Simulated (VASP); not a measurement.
# Sb (R-3m) in VASP: a series of runs

Sb is run at these levels: PBEsol; tasks: single point.

All numbers are computed with VASP 6.6.1; they aren't measurements. Logs are shortened: lines on timing, memory, paths and dates and some standing lists are left out, and cuts for length are marked.

## 1. The cell of the first run

The structure is trigonal, space group R-3m (No. 166). Conventional cell: a = 4.484 Å, b = 4.484 Å, c = 11.518 Å, α = 90.00°, β = 90.00°, γ = 120.00°. Within 4.0 Å of Sb (site symmetry 3m) lie 6 Sb at 3.04 to 3.43 Å.

## 2. Single point, PBEsol (33.42 Å³/atom)

The input, INCAR:

```
SYSTEM = Sb
PREC = Accurate ; ENCUT = 500
EDIFF = 1E-6 ; ISMEAR = -1
SIGMA = 0.1 ; LREAL = .False.
LASPH = .True. ; NELM = 120
ALGO = Normal ; ISIF = 2
LWAVE = .False. ; LCHARG = .False.
GGA = PS ; NBANDS = 12
GGA_COMPAT = .False.
```

The input, KPOINTS:

```
regular mesh
0
Gamma
  15 15 15
  0 0 0
```

The input, POSCAR:

```
Sb
1.0
    2.2417726214      1.2942880265      3.8393334886
   -2.2417726214      1.2942880265      3.8393334886
    0.0000000000     -2.5885760529      3.8393334886
Sb
2
Direct
    0.2355850934      0.2355850934      0.2355850934
    0.7644149066      0.7644149066      0.7644149066
```

Potentials or basis: VASP PAW PBE potentials, release 64 (Sb).

Started as:

```bash
$ cat potpaw_PBE.64/Sb/POTCAR > POTCAR
$ mpirun -np 1 vasp_std > vasp.out
```

OUTCAR:

```text
SYSTEM = Sb
   PREC = Accurate
   ENCUT = 500
   EDIFF = 1E-6
   ISMEAR = -1
   LREAL = .False.
   LASPH = .True.
   NELM = 120
   ISIF = 2
   GGA = PS

 ion  position               nearest neighbor table
   1  0.236  0.236  0.236-   2 3.04   2 3.04   2 3.04   2 3.43   2 3.43   2 3.43
   2  0.764  0.764  0.764-   1 3.04   1 3.04   1 3.04   1 3.43   1 3.43   1 3.43

  LATTYP: Found a trigonal (rhomboedric) cell.
 ALAT       =     4.6304651622
 COS(alpha) =     0.5312256123

  Lattice vectors:

 A1 = (   2.2417726214,   1.2942880265,   3.8393334886)
 A2 = (  -2.2417726214,   1.2942880265,   3.8393334886)
 A3 = (   0.0000000000,  -2.5885760529,   3.8393334886)

Analysis of symmetry for initial positions (statically):
=====================================================================
 Subroutine PRICEL returns:
 Original cell was already a primitive cell.

 Routine SETGRP: Setting up the symmetry group for a
 trigonal (rhombohedral) supercell.

 Subroutine GETGRP returns: Found 12 space group operations
 (whereof 12 operations were pure point group operations)
 out of a pool of 12 trial point group operations.

The static configuration has the point symmetry D_3d.

Analysis of symmetry for dynamics (positions and initial velocities):
=====================================================================
 Subroutine PRICEL returns:
 Original cell was already a primitive cell.

 Routine SETGRP: Setting up the symmetry group for a
 trigonal (rhombohedral) supercell.

 Subroutine GETGRP returns: Found 12 space group operations
 (whereof 12 operations were pure point group operations)
 out of a pool of 12 trial point group operations.

The dynamic configuration has the point symmetry D_3d.

 Subroutine INISYM returns: Found 12 space group operations
 (whereof 12 operations are pure point group operations),
 and found     1 'primitive' translations

----------------------------------------------------------------------------------------

                                     Primitive cell

  volume of cell :      66.8389

  direct lattice vectors                    reciprocal lattice vectors
     2.241772621  1.294288027  3.839333489     0.223037785  0.128770925  0.086820625
    -2.241772621  1.294288027  3.839333489    -0.223037785  0.128770925  0.086820625
     0.000000000 -2.588576053  3.839333489     0.000000000 -0.257541850  0.086820625

  length of vectors
     4.630465162  4.630465162  4.630465162     0.271782313  0.271782313  0.271782313

  position of ions in fractional coordinates (direct lattice)
     0.235585093  0.235585093  0.235585093
     0.764414907  0.764414907  0.764414907

  ion indices of the primitive-cell ions
   primitive index   ion index
                 1           1
                 2           2

----------------------------------------------------------------------------------------

 KPOINTS: regular mesh

Automatic generation of k-mesh.
 Grid dimensions read from file:
 generate k-points for:   15   15   15

 Generating k-lattice:

  Cartesian coordinates                     Fractional coordinates (reciprocal lattice)
     0.014869186  0.008584728  0.005788042     0.066666667 -0.000000000  0.000000000
    -0.014869186  0.008584728  0.005788042    -0.000000000  0.066666667  0.000000000
     0.000000000 -0.017169457  0.005788042     0.000000000  0.000000000  0.066666667

  Length of vectors
     0.018118821  0.018118821  0.018118821

  Shift w.r.t. Gamma in fractional coordinates (k-lattice)
     0.000000000  0.000000000  0.000000000

 Subroutine IBZKPT returns following result:
 ===========================================

 Found    344 irreducible k-points:

 Following reciprocal coordinates:
            Coordinates               Weight
  0.000000  0.000000  0.000000      1.000000
  0.066667  0.000000  0.000000      6.000000
  0.133333 -0.000000  0.000000      6.000000
  0.200000  0.000000  0.000000      6.000000
  0.266667 -0.000000  0.000000      6.000000
  0.333333  0.000000  0.000000      6.000000
[... 16 lines left out ...]
  0.133333  0.133333  0.000000      6.000000
  0.200000  0.133333 -0.000000     12.000000
 [... further k-points ...]
   k-points           NKPTS =    344   k-points in BZ     NKDIM =    344   number of bands    NBANDS=     12
   number of dos      NEDOS =    301   number of ions     NIONS =      2
   total plane-waves  NPLWV =  46656
   dimension x,y,z NGX =    36 NGY =   36 NGZ =   36
   dimension x,y,z NGXF=    72 NGYF=   72 NGZF=   72
   ions per type =               2
   NGX,Y,Z   is equivalent  to a cutoff of  12.92, 12.92, 12.92 a.u.
   NGXF,Y,Z  is equivalent  to a cutoff of  25.85, 25.85, 25.85 a.u.
 SYSTEM =  Sb
   PREC   = accura    normal or accurate (medium, high low for compatibility)
   ISTART =      0    job   : 0-new  1-cont  2-samecut
   ICHARG =      2    charge: 1-file 2-atom 10-const
   ISPIN  =      1    spin polarized calculation?
   LNONCOLLINEAR =      F non collinear calculations
   LSORBIT =      F    spin-orbit coupling
   LASPH  =      T    aspherical Exc in radial PAW
   ENCUT  =  500.0 eV  36.75 Ry    6.06 a.u.   8.44  8.44  8.44*2*pi/ulx,y,z
   NELM   =    120;   NELMIN=  2; NELMDL= -5     # of ELM steps
   EDIFF  = 0.1E-05   stopping-criterion for ELM
   LREAL  =      F    real-space projection
   EDIFFG = 0.1E-04   stopping-criterion for IOM
   NSW    =      0    number of steps for IOM
   IBRION =     -1    ionic relax: 0-MD 1-quasi-New 2-CG
   NFREE  =      0    steps in history (QN), initial steepest desc. (CG)
   ISIF   =      2    stress and relaxation
   ISYM   =      2    0-nonsym 1-usesym 2-fastsym
   POTIM  = 0.5000    time-step for ionic-motion
   TEBEG  =    0.0;   TEEND  =   0.0 temperature during run
   PSTRESS=    0.0 pullay stress
   NELECT =      10.0000    total number of electrons
   NUPDOWN=      -1.0000    fix difference up-down
   EMIN   =  10.00;   EMAX   =-10.00  energy-range for DOS
   EFERMI =   0.00;   METHOD = LEGACY
   ISMEAR =    -1;   SIGMA  =   0.10  broadening in eV -4-tet -1-fermi 0-gaus
   EFERMI_NEDOS =   21; number of points for ismear=-14 and -15
   IALGO  =     38    algorithm
   IMIX   =      4    mixing-type and parameters
     AMIX     =   0.40;   BMIX     =  1.00
     AMIX_MAG =   1.60;   BMIX_MAG =  1.00
  volume/ion in A,a.u.               =      33.42       225.53
  Fermi-wavevector in a.u.,A,eV,Ry     =   0.869090  1.642343 10.276728  0.755318
  Thomas-Fermi vector in A             =   1.987863
   LORBIT       =      0    0 simple, 1 ext, 2 COOP (PROOUT), +10 PAW based schemes
   GGA     = PS    functional components
   LHFCALC =     F    Hartree Fock is set to
   AEXX    =    0.0000 exact exchange contribution
   IVDW    =     0    specifies the selected vdW correction
   LEPSILON=     F    determine dielectric tensor
   LRPA    =     F    only Hartree local field effects (RPA)
 non-spin polarized calculation
  energy-cutoff  :      500.00
  volume of cell :       66.84
 maximum number of plane-waves:      1717
 NGX is ok and might be reduce to    36
   NGX = 17   NGY = 17   NGZ = 17

 number of electron      10.0000000 magnetization

 Free energy of the ion-electron system (eV)
  ---------------------------------------------------
  ext. energy  EPLUGINS =         0.00000000
  ---------------------------------------------------
  free energy    TOTEN  =        -8.99675232 eV

  energy without entropy =       -8.98459686  energy(sigma->0) =       -8.99067459

 E-fermi :   5.7927     XC(G=0):  -9.2517

 val. band max:        5.7773512687   @ k =   0.4667   0.0000   0.0000
 cond. band min:       5.8815167851   @ k =  -0.4667   0.4667   0.4000
 fundamental gap:      0.1041655164
 Fermi energy:         5.7927077695

 k-point     1 :       0.0000    0.0000    0.0000
  band No.  band energies     occupation
      1      -6.0275      2.00000
      2       0.5862      2.00000
      3       4.1589      2.00000
      4       4.2985      2.00000
      5       4.2985      2.00000
      6       8.0652      0.00000
      7       8.4758      0.00000
      8       8.4758      0.00000
      9      10.9474      0.00000
     10      10.9474      0.00000
     11      11.0181      0.00000
     12      12.6321      0.00000

 k-point     2 :       0.0667    0.0000    0.0000
  band No.  band energies     occupation
      1      -5.9839      2.00000
      2       0.4267      2.00000
      3       4.1766      2.00000
      4       4.2937      2.00000
      5       4.3512      2.00000
      6       8.0076      0.00000
      7       8.3319      0.00000
      8       8.3516      0.00000
      9      10.7595      0.00000
     10      10.9525      0.00000
     11      10.9693      0.00000
     12      12.9106      0.00000

 k-point     3 :       0.1333   -0.0000    0.0000
  band No.  band energies     occupation
      1      -5.8532      2.00000
      2       0.0008      2.00000
      3       4.1950      2.00000
      4       4.2828      2.00000
      5       4.5049      1.99999
      6       7.7972      0.00000
      7       7.9770      0.00000
      8       8.0235      0.00000
      9      10.5456      0.00000
     10      10.9606      0.00000
     11      11.1272      0.00000
     12      13.5996      0.00000
[... 286 lines left out ...]
 k-point    23 :       0.1333    0.1333    0.0000
  band No.  band energies     occupation
      1      -5.8047      2.00000
      2      -0.0727      2.00000
      3       3.7786      2.00000
      4       3.9302      2.00000
      5       5.3011      1.98546
      6       6.7205      0.00019
      7       8.3177      0.00000
      8       8.7582      0.00000
      9      10.2757      0.00000
     10      11.3774      0.00000
     11      11.6413      0.00000
     12      12.9061      0.00000

 k-point    24 :       0.2000    0.1333   -0.0000
  band No.  band energies     occupation
      1      -5.6521      2.00000
      2      -0.4200      2.00000
      3       3.6146      2.00000
      4       3.8072      2.00000
      5       5.4334      1.94646
      6       6.4312      0.00337
      7       8.3141      0.00000
      8       8.7271      0.00000
      9      10.0632      0.00000
     10      11.7377      0.00000
     11      11.9899      0.00000
     12      13.2371      0.00000

 [... further k-points ...]

------------------------ aborting loop because EDIFF is reached ----------------------------------------

  FORCE on cell =-STRESS in cart. coord.  units (eV):
  Direction    XX          YY          ZZ          XY          YZ          ZX
  --------------------------------------------------------------------------------------
  -------------------------------------------------------------------------------------
  Total       -2.2261500     -2.2261500     -1.9130752      0.0000000     -0.0000000      0.0000000
  in kB      -53.3624084    -53.3624084    -45.8577816      0.0000000     -0.0000000      0.0000000
  external PRESSURE =     -50.8608661 kB  Pullay stress =       0.0000000 kB

 VOLUME and BASIS-vectors are now :
 -----------------------------------------------------------------------------
  energy-cutoff  :      500.00
  volume of cell :       66.84
      direct lattice vectors                 reciprocal lattice vectors
     2.241772621  1.294288027  3.839333489     0.223037785  0.128770925  0.086820625
    -2.241772621  1.294288027  3.839333489    -0.223037785  0.128770925  0.086820625
     0.000000000 -2.588576053  3.839333489     0.000000000 -0.257541850  0.086820625

 POSITION                                       TOTAL-FORCE (eV/Angst)
 -----------------------------------------------------------------------------------
      0.00000      0.00000      2.71347         0.000000     -0.000000     -0.392077
      0.00000      0.00000      8.80453         0.000000      0.000000      0.392077
 -----------------------------------------------------------------------------------
    total drift:                               -0.000000     -0.000000     -0.000000

  FREE ENERGIE OF THE ION-ELECTRON SYSTEM (eV)
  ---------------------------------------------------
  free  energy   TOTEN  =        -8.9967523162 eV

  energy  without entropy=       -8.9845968580  energy(sigma->0) =       -8.99067459
```

It took 4.8 min on 1 thread of Oxide Virtual Turin-like, shared host; peak memory 0.34 GiB.

What came out:

* Free energy: -8.9968 eV
* Pressure: -5.1 GPa
* Largest force: 0.392 eV/Å

Forces on the atoms (eV/Å):
```
Sb   0.000  0.000 -0.392
Sb   0.000  0.000  0.392
```

Levels at points of the mesh, in eV from the Fermi level:
| k point | band 3 | band 4 | band 5 | band 6 | band 7 | band 8 |
| --- | --- | --- | --- | --- | --- | --- |
| (0.00, 0.00, 0.00) | -1.63 | -1.49 | -1.49 | 2.27 | 2.68 | 2.68 |

Caveat: the cell stands under tension; the PAW data sets were made with another functional, which shifts forces and pressure a little; spin-orbit coupling is left out, which moves the levels of the heavy elements.

## 3. Single point, PBEsol, non-collinear spin, zero start, spin-orbit coupling

This run uses another cell than the first one, of 29.84 Å³/atom.

The input, INCAR:

```
PREC = Accurate
ENCUT = 500
EDIFF = 1E-6
ISMEAR = -1
SIGMA = 0.1
LREAL = False
LASPH = True
NELM = 200
ALGO = Normal
ISIF = 2
LWAVE = False
LCHARG = False
MAGMOM = 0 0 0 0 0 0
LORBIT = 11
LSORBIT = True
GGA_COMPAT = False
LORBMOM = True
GGA = PS
NBANDS = 22
```

The input, KPOINTS:

```
regular mesh
0
Gamma
  9 9 9
```

The input, POSCAR:

```
Sb
1.0
    2.1586665073      1.2463066891      3.6970032255
   -2.1586665073      1.2463066891      3.6970032255
    0.0000000000     -2.4926133782      3.6970032255
Sb
2
Direct
    0.2355850934      0.2355850934      0.2355850934
    0.7644149066      0.7644149066      0.7644149066
```

Potentials or basis: VASP PAW PBE potentials, release 64 (Sb).

Started as:

```bash
$ cat potpaw_PBE.64/Sb/POTCAR > POTCAR
$ mpirun -np 1 vasp_ncl > vasp.out
```

It took 6.3 min on 1 thread of Oxide Virtual Turin-like, shared host; peak memory 0.42 GiB.

It converged, with:

```yaml
Free_energy: -9.2593 eV
Pressure: 0.3 GPa
Largest_force: 0.056 eV/Å
Net_moment: 0.00 μB per cell
Valence_electrons_inside_the_program's_atomic_spheres: Sb 2.40
```

Forces on the atoms (eV/Å):
```
Sb   0.000  0.000  0.056
Sb   0.000  0.000 -0.056
```

Stress tensor (GPa, compression positive):
```
0.33 0.00 0.00
0.00 0.33 0.00
0.00 0.00 0.21
```

Moments on the atoms (μB; x, y, z):
```
Sb  0.00 0.00 0.00
Sb  0.00 0.00 0.00
```

Caveat: the PAW data sets were made with another functional, which shifts forces and pressure a little.
